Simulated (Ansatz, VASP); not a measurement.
**Fe: VASP beside Ansatz**

The input INCAR:

```
PREC = Accurate
ENCUT = 600
EDIFF = 1E-7
ISMEAR = 1
SIGMA = 0.1
LREAL = False
LASPH = True
NELM = 150
ALGO = Fast
ISIF = 3
LWAVE = False
LCHARG = False
ISPIN = 2
MAGMOM = 2.3
LORBIT = 11
LMAXMIX = 4
GGA = PS
IBRION = 2
NSW = 80
EDIFFG = -0.01
```

The input KPOINTS:

```
regular mesh
0
Gamma
  22 22 22
```

POSCAR

```
Fe
1.0
   -1.4430000000      1.4430000000      1.4430000000
    1.4430000000     -1.4430000000      1.4430000000
    1.4430000000      1.4430000000     -1.4430000000
Fe
1
Direct
    0.0000000000      0.0000000000      0.0000000000
```

Input for Ansatz:

```yaml
crystal:
  lattice:
    - [-1.443, 1.443, 1.443]
    - [1.443, -1.443, 1.443]
    - [1.443, 1.443, -1.443]
  atoms:
    - { symbol: Fe, position: [0.0, 0.0, 0.0], spin: 2.3 }
magnetization:
  spin_polarized: true
scf:
  occupations: { method: methfessel_paxton, width: 0.1 }
output:
  forces: true
  stress: true
  eigenvalues: true
  populations: true
  write_density: true
  write_potential: true
  elf: true
  volumetric_format: npy
kpoints:
  mp_grid: { grid: [22, 22, 22] }
hamiltonian:
  xc: pbesol
relax:
  f_tol: 0.01
  adjacent_minimum: "off"
  cell: { stress_tol: 0.05 }
```

Alike in both runs: task relaxation of cell and atoms; functional PBEsol; k mesh 22 × 22 × 22; occupations methfessel-paxton of order 1, width 0.1 eV; collinear spin.

|  | VASP | Ansatz |
| --- | --- | --- |
| version | VASP 6.6.1 | Ansatz 0.2.0 |
| potentials or method | VASP PAW PBE potentials, release 64 (Fe) | scalar-relativistic, plane waves, PAW |
| plane-wave cutoff (eV) | 600 | 420 |
| valence electrons in the cell | 8 | 16 |

Ansatz gave:

- gap on the k mesh at the Fermi level, each at its own relaxed structure (eV): none
- net moment per atom (μB): 2.13
- size of the moment on the site where the two differ most (μB): 2.16
- relaxed volume (Å³/atom): 10.85
- relaxed length of the cell vector where the two differ most in proportion (Å): 2.416

Question: Estimate VASP's values.

Answer: gap on the k mesh at the Fermi level, each at its own relaxed structure (eV): none; net moment per atom (μB): 2.14; size of the moment on the site where the two differ most (μB): 2.12; relaxed volume (Å³/atom): 10.84; relaxed length of the cell vector where the two differ most in proportion (Å): 2.415.

VASP's potentials were made for PBE, not for PBEsol. Site moments also hang on the region over which each program counts them. A gap of «none» marks a metal or a gap that the smearing closes. VASP's potentials hold 8 valence electrons a cell and Ansatz's 16, so a difference there can come from the potentials and not from the codes.
